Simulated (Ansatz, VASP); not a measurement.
# Two plane-wave programs on Sc

```
Sc
1.0
     0.00000    2.28110    2.28110
     2.28110    0.00000    2.28110
     2.28110    2.28110    0.00000
Sc
1
Direct
  0.00000 0.00000 0.00000
```

Alike in both runs: task single point; functional RPBE; k mesh 13 × 13 × 13; occupations fermi-dirac, width 0.1 eV; no spin polarisation.

|  | VASP | Ansatz |
| --- | --- | --- |
| version | VASP 6.6.1 | Ansatz 0.2.0 |
| potentials or method | VASP PAW PBE potentials, release 64 (Sc_sv), cutoff 520 eV | plane waves (420 eV) with PAW, scalar-relativistic |
| valence electrons in the cell | 11 | 11 |

|  | VASP | Ansatz | Ansatz less VASP |
| --- | --- | --- | --- |
| pressure (GPa) | 4.6 | 4.5 | -0.02 |

VASP's potentials were made for PBE, not for RPBE. The functional is the same, so the differences come from potentials, cutoffs and numerics.
